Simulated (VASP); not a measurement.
# Lu (P6_3/mmc) in VASP: a series of runs

Lu is run at these levels: LDA, PBEsol; tasks: density of states, vibrations by perturbation theory.

Program: VASP 6.6.1. These are calculated values, not measurements. Logs are shortened: lines on timing, memory, paths and dates and some standing lists are left out, and cuts for length are marked.

### Step 1. The cell of the first run

Symmetry: P6_3/mmc, No. 194, hexagonal system. Conventional cell: a = 3.503 Å, b = 3.503 Å, c = 5.551 Å, α = 90.00°, β = 90.00°, γ = 120.00°. Within 4.5 Å of Lu (site symmetry -6m2) lie 12 Lu at 3.43 to 3.50 Å.

### Step 2. Density of states, LDA

POSCAR reads:

```
Lu
1.0
    3.5031000000      0.0000000000      0.0000000000
   -1.7515500000      3.0337735920      0.0000000000
    0.0000000000      0.0000000000      5.5509000000
Lu
2
Direct
    0.6666666667      0.3333333333      0.7500000000
    0.3333333333      0.6666666667      0.2500000000
```

INCAR.step1 reads:

```
SYSTEM = Lu
ALGO = Normal
EDIFF = 1E-6
ENCUT = 520
GGA = CA
ISIF = 2
ISMEAR = -1
LASPH = .TRUE.
LCHARG = .TRUE.
LREAL = .FALSE.
LWAVE = .FALSE.
NBANDS = 32
NELM = 100
PREC = Accurate
SIGMA = 0.05
```

KPOINTS.step1 reads:

```
k-points
0
G
  5 5 3
  0 0 0
```

INCAR.step2 reads:

```
SYSTEM = Lu
ALGO = Normal
EDIFF = 1E-6
ENCUT = 520
GGA = CA
ICHARG = 11
ISIF = 2
ISMEAR = -5
LASPH = .TRUE.
LCHARG = .FALSE.
LORBIT = 11
LREAL = .FALSE.
LWAVE = .FALSE.
NEDOS = 2001
NELM = 100
PREC = Accurate
SIGMA = 0.05
```

KPOINTS.step2 reads:

```
k-points
0
G
  8 8 5
  0 0 0
```

Potentials or basis: VASP PAW PBE potentials, release 64 (Lu).

Launch:

```bash
> cat potpaw_PBE.64/Lu/POTCAR > POTCAR
> cp INCAR.step1 INCAR
> cp KPOINTS.step1 KPOINTS
> mpirun -np 1 vasp_std > vasp.out
> cp INCAR.step2 INCAR
> cp KPOINTS.step2 KPOINTS
> mpirun -np 1 vasp_std > vasp.out
```

OUTCAR:

```text
SYSTEM = Lu
   EDIFF = 1E-6
   ENCUT = 520
   GGA = CA
   ICHARG = 11
   ISIF = 2
   ISMEAR = -5
   LASPH = .TRUE.
   LORBIT = 11
   LREAL = .FALSE.
   NELM = 100
   PREC = Accurate

 ion  position               nearest neighbor table
   1  0.667  0.333  0.750-   2 3.43   2 3.43   2 3.43   2 3.43   2 3.43   2 3.43
   2  0.333  0.667  0.250-   1 3.43   1 3.43   1 3.43   1 3.43   1 3.43   1 3.43

  LATTYP: Found a hexagonal cell.
 ALAT       =     3.5031000000
 C/A-ratio  =     1.5845679541

  Lattice vectors:

 A1 = (   3.5031000000,   0.0000000000,   0.0000000000)
 A2 = (  -1.7515500000,   3.0337735920,   0.0000000000)
 A3 = (   0.0000000000,   0.0000000000,   5.5509000000)

Analysis of symmetry for initial positions (statically):
=====================================================================
 Subroutine PRICEL returns:
 Original cell was already a primitive cell.

 Routine SETGRP: Setting up the symmetry group for a
 hexagonal supercell.

 Subroutine GETGRP returns: Found 24 space group operations
 (whereof 12 operations were pure point group operations)
 out of a pool of 24 trial point group operations.

The static configuration has the point symmetry D_3d.
 The point group associated with its full space group is D_6h.

Analysis of symmetry for dynamics (positions and initial velocities):
=====================================================================
 Subroutine PRICEL returns:
 Original cell was already a primitive cell.

 Routine SETGRP: Setting up the symmetry group for a
 hexagonal supercell.

 Subroutine GETGRP returns: Found 24 space group operations
 (whereof 12 operations were pure point group operations)
 out of a pool of 24 trial point group operations.

The dynamic configuration has the point symmetry D_3d.
 The point group associated with its full space group is D_6h.

 Subroutine INISYM returns: Found 24 space group operations
 (whereof 12 operations are pure point group operations),
 and found     1 'primitive' translations

----------------------------------------------------------------------------------------

                                     Primitive cell

  volume of cell :      58.9928

  direct lattice vectors                    reciprocal lattice vectors
     3.503100000  0.000000000  0.000000000     0.285461448  0.164811244  0.000000000
    -1.751550000  3.033773592  0.000000000     0.000000000  0.329622488  0.000000000
     0.000000000  0.000000000  5.550900000     0.000000000  0.000000000  0.180150967

  length of vectors
     3.503100000  3.503100000  5.550900000     0.329622488  0.329622488  0.180150967

  position of ions in fractional coordinates (direct lattice)
     0.666666667  0.333333333  0.750000000
     0.333333333  0.666666667  0.250000000

  ion indices of the primitive-cell ions
   primitive index   ion index
                 1           1
                 2           2

----------------------------------------------------------------------------------------

 KPOINTS: k-points

Automatic generation of k-mesh.
 Grid dimensions read from file:
 generate k-points for:    8    8    5

 Generating k-lattice:

  Cartesian coordinates                     Fractional coordinates (reciprocal lattice)
     0.035682681  0.020601406  0.000000000     0.125000000 -0.000000000  0.000000000
     0.000000000  0.041202811  0.000000000     0.000000000  0.125000000  0.000000000
     0.000000000  0.000000000  0.036030193     0.000000000  0.000000000  0.200000000

  Length of vectors
     0.041202811  0.041202811  0.036030193

  Shift w.r.t. Gamma in fractional coordinates (k-lattice)
     0.000000000  0.000000000  0.000000000

 TETIRR: Found    308 inequivalent tetrahedra from     1920

 Subroutine IBZKPT returns following result:
 ===========================================

 Found     30 irreducible k-points:

 Following reciprocal coordinates:
            Coordinates               Weight
  0.000000  0.000000  0.000000      1.000000
  0.125000  0.000000  0.000000      6.000000
  0.250000  0.000000  0.000000      6.000000
  0.375000  0.000000  0.000000      6.000000
  0.500000  0.000000  0.000000      3.000000
  0.125000  0.125000  0.000000      6.000000
[... 16 lines left out ...]
  0.250000  0.000000  0.400000     12.000000
  0.375000  0.000000  0.400000     12.000000
 [... further k-points ...]
   k-points           NKPTS =     30   k-points in BZ     NKDIM =     30   number of bands    NBANDS=     30
   number of dos      NEDOS =   2001   number of ions     NIONS =      2
   total plane-waves  NPLWV =  32928
   dimension x,y,z NGX =    28 NGY =   28 NGZ =   42
   dimension x,y,z NGXF=    56 NGYF=   56 NGZF=   84
   ions per type =               2
   NGX,Y,Z   is equivalent  to a cutoff of  13.29, 13.29, 12.58 a.u.
   NGXF,Y,Z  is equivalent  to a cutoff of  26.58, 26.58, 25.16 a.u.
 SYSTEM =  Lu
   PREC   = accura    normal or accurate (medium, high low for compatibility)
   ISTART =      0    job   : 0-new  1-cont  2-samecut
   ICHARG =     11    charge: 1-file 2-atom 10-const
   ISPIN  =      1    spin polarized calculation?
   LNONCOLLINEAR =      F non collinear calculations
   LSORBIT =      F    spin-orbit coupling
   LASPH  =      T    aspherical Exc in radial PAW
   ENCUT  =  520.0 eV  38.22 Ry    6.18 a.u.   6.51  6.51 10.32*2*pi/ulx,y,z
   NELM   =    100;   NELMIN=  2; NELMDL=  0     # of ELM steps
   EDIFF  = 0.1E-05   stopping-criterion for ELM
   LREAL  =      F    real-space projection
   EDIFFG = 0.1E-04   stopping-criterion for IOM
   NSW    =      0    number of steps for IOM
   IBRION =     -1    ionic relax: 0-MD 1-quasi-New 2-CG
   NFREE  =      0    steps in history (QN), initial steepest desc. (CG)
   ISIF   =      2    stress and relaxation
   ISYM   =      2    0-nonsym 1-usesym 2-fastsym
   POTIM  = 0.5000    time-step for ionic-motion
   TEBEG  =    0.0;   TEEND  =   0.0 temperature during run
   PSTRESS=    0.0 pullay stress
   NELECT =      50.0000    total number of electrons
   NUPDOWN=      -1.0000    fix difference up-down
   EMIN   =  10.00;   EMAX   =-10.00  energy-range for DOS
   EFERMI =   0.00;   METHOD = LEGACY
   ISMEAR =    -5;   SIGMA  =   0.05  broadening in eV -4-tet -1-fermi 0-gaus
   EFERMI_NEDOS =   21; number of points for ismear=-14 and -15
   IALGO  =     38    algorithm
   IMIX   =      4    mixing-type and parameters
     AMIX     =   0.40;   BMIX     =  1.00
     AMIX_MAG =   1.60;   BMIX_MAG =  1.00
  volume/ion in A,a.u.               =      29.50       199.05
  Fermi-wavevector in a.u.,A,eV,Ry     =   1.549287  2.927727 32.657919  2.400289
  Thomas-Fermi vector in A             =   2.654115
   LORBIT       =     11    0 simple, 1 ext, 2 COOP (PROOUT), +10 PAW based schemes
   GGA     = CA    functional components
   LHFCALC =     F    Hartree Fock is set to
   AEXX    =    0.0000 exact exchange contribution
   IVDW    =     0    specifies the selected vdW correction
   LEPSILON=     F    determine dielectric tensor
   LRPA    =     F    only Hartree local field effects (RPA)
 non-spin polarized calculation
 Fermi weights with tetrahedron method with Bloechl corrections
  energy-cutoff  :      520.00
  volume of cell :       58.99
 maximum number of plane-waves:      1617
 NGX is ok and might be reduce to    28

 number of electron      49.9999998 magnetization

 Free energy of the ion-electron system (eV)
  ---------------------------------------------------
  ext. energy  EPLUGINS =         0.00000000
  ---------------------------------------------------
  free energy    TOTEN  =       -10.24971065 eV

  energy without entropy =      -10.24971065  energy(sigma->0) =      -10.24971065

 E-fermi :   1.8599     XC(G=0): -10.9122

 val. band max:        1.8726664171   @ k =   0.1250   0.1250   0.0000
 cond. band min:       1.8638214217   @ k =   0.3750   0.0000   0.0000
 fundamental gap:     -0.0088449954
 Fermi energy:         1.8598836448

 k-point     1 :       0.0000    0.0000    0.0000
  band No.  band energies     occupation
      1     -54.0590      2.00000
      2     -54.0260      2.00000
      3     -25.1868      2.00000
      4     -24.7541      2.00000
      5     -24.7541      2.00000
      6     -24.6764      2.00000
[... 22 lines left out ...]
     29       4.6639      0.00000
     30       4.6644      0.00000

 k-point     2 :       0.1250    0.0000    0.0000
  band No.  band energies     occupation
      1     -54.0554      2.00000
      2     -54.0246      2.00000
      3     -25.1628      2.00000
      4     -24.8035      2.00000
      5     -24.7706      2.00000
      6     -24.7281      2.00000
[... 22 lines left out ...]
     29       4.7708      0.00000
     30       4.7765      0.00000

 k-point     3 :       0.2500    0.0000    0.0000
  band No.  band energies     occupation
      1     -54.0465      2.00000
      2     -54.0219      2.00000
      3     -25.0984      2.00000
      4     -24.9230      2.00000
      5     -24.8479      2.00000
      6     -24.8085      2.00000
[... 22 lines left out ...]
     29       4.3041      0.00000
     30       5.3606      0.00000

 k-point     4 :       0.3750    0.0000    0.0000
  band No.  band energies     occupation
      1     -54.0363      2.00000
      2     -54.0202      2.00000
      3     -25.0430      2.00000
      4     -25.0161      2.00000
      5     -24.9615      2.00000
      6     -24.8446      2.00000
[... 616 lines left out ...]
     29       4.0803      0.00000
     30       4.3136      0.00000

 k-point    23 :       0.2500    0.0000    0.4000
  band No.  band energies     occupation
      1     -54.0380      2.00000
      2     -54.0304      2.00000
      3     -25.0383      2.00000
      4     -24.9647      2.00000
      5     -24.8238      2.00000
      6     -24.7721      2.00000
[... 22 lines left out ...]
     29       4.5677      0.00000
     30       4.9821      0.00000

 k-point    24 :       0.3750    0.0000    0.4000
  band No.  band energies     occupation
      1     -54.0308      2.00000
      2     -54.0258      2.00000
      3     -25.1061      2.00000
      4     -25.0680      2.00000
      5     -24.8346      2.00000
      6     -24.8029      2.00000
[... 22 lines left out ...]
     29       4.6741      0.00000
     30       5.5975      0.00000

 [... further k-points ...]
[... 5 lines left out ...]
  --------------------------------------------------------------------------------------
  -------------------------------------------------------------------------------------
  Total       -1.9008141     -1.9008141     -3.3835629      0.0000000      0.0000000      0.0000000
  in kB      -51.6239364    -51.6239364    -91.8936997      0.0000000      0.0000000      0.0000000
  external PRESSURE =     -65.0471908 kB  Pullay stress =       0.0000000 kB

 VOLUME and BASIS-vectors are now :
 -----------------------------------------------------------------------------
  energy-cutoff  :      520.00
  volume of cell :       58.99
      direct lattice vectors                 reciprocal lattice vectors
     3.503100000  0.000000000  0.000000000     0.285461448  0.164811244  0.000000000
    -1.751550000  3.033773592  0.000000000     0.000000000  0.329622488  0.000000000
     0.000000000  0.000000000  5.550900000     0.000000000  0.000000000  0.180150967

 POSITION                                       TOTAL-FORCE (eV/Angst)
 -----------------------------------------------------------------------------------
      1.75155      1.01126      4.16318        -0.000000     -0.000000     -0.000000
     -0.00000      2.02252      1.38773         0.000000      0.000000      0.000000
 -----------------------------------------------------------------------------------
    total drift:                               -0.000000      0.000000     -0.000000

  FREE ENERGIE OF THE ION-ELECTRON SYSTEM (eV)
  ---------------------------------------------------
  free  energy   TOTEN  =       -10.2497106547 eV

  energy  without entropy=      -10.2497106547  energy(sigma->0) =      -10.24971065

 total charge

# of ion       s       p       d       f       tot
--------------------------------------------------
    1        2.360   6.040   0.808  13.955  23.163
    2        2.360   6.040   0.808  13.955  23.163
--------------------------------------------------
tot          4.720  12.080   1.616  27.910  46.325
```

Wall time 29 s (1 thread of Intel Xeon 6975P-C (Granite Rapids), shared host); peak memory 0.17 GiB.

Results:

- Valence electrons inside the program's atomic spheres: Lu 23.16

Caveat: the k points lie up to 0.41 Å⁻¹ apart; the PAW data sets were made with another functional, which shifts forces and pressure a little; spin-orbit coupling is left out, which moves the levels of the heavy elements; tetrahedron occupations give inexact forces and stress in metals.

### Step 3. Density of states, PBEsol

POSCAR is that of step 2.

INCAR.step1 reads:

```
SYSTEM = Lu
  PREC = Accurate
  ENCUT = 520
  EDIFF = 1E-6
  ISMEAR = -1
  SIGMA = 0.05
  LREAL = .FALSE.
  LASPH = .TRUE.
  NELM = 60
  ALGO = Normal
  ISIF = 2
  LWAVE = .FALSE.
  LCHARG = .TRUE.
  GGA = PS
  NBANDS = 32
```

KPOINTS.step1 reads:

```
regular mesh
0
G
  5 5 3
  0 0 0
```

INCAR.step2 reads:

```
SYSTEM = Lu
  PREC = Accurate
  ENCUT = 520
  EDIFF = 1E-6
  ISMEAR = -5
  SIGMA = 0.05
  LREAL = .FALSE.
  LASPH = .TRUE.
  NELM = 60
  ALGO = Normal
  ISIF = 2
  LWAVE = .FALSE.
  LCHARG = .FALSE.
  GGA = PS
  LORBIT = 11
  NEDOS = 2001
  ICHARG = 11
```

KPOINTS.step2 reads:

```
regular mesh
0
G
  8 8 5
  0 0 0
```

Potentials or basis: VASP PAW PBE potentials, release 64 (Lu).

Launch:

```bash
> cat potpaw_PBE.64/Lu/POTCAR > POTCAR
> cp INCAR.step1 INCAR
> cp KPOINTS.step1 KPOINTS
> mpirun -np 1 vasp_std > vasp.out
> cp INCAR.step2 INCAR
> cp KPOINTS.step2 KPOINTS
> mpirun -np 1 vasp_std > vasp.out
```

Wall time 33 s (1 thread of Intel Xeon 6975P-C (Granite Rapids), shared host); peak memory 0.19 GiB.

The run converged. Its results:

```
Valence electrons inside the program's atomic spheres : Lu 23.13
```

Levels at points of the mesh, in eV from the Fermi level:
```tsv
k point	band 21	band 22	band 23	band 24	band 25	band 26	band 27	band 28	band 29	band 30
(0.00, 0.00, 0.00)	-4.86	-4.84	-4.83	-2.41	0.56	2.20	2.20	2.47	2.90	2.90
(0.50, 0.00, 0.00)	-4.86	-4.84	-2.30	-1.36	-0.82	-0.30	1.53	1.91	2.30	6.16
```

Caveat: the k points lie up to 0.41 Å⁻¹ apart; the PAW data sets were made with another functional, which shifts forces and pressure a little; spin-orbit coupling is left out, which moves the levels of the heavy elements; tetrahedron occupations give inexact forces and stress in metals.

(Continued in part 2 of 2.)
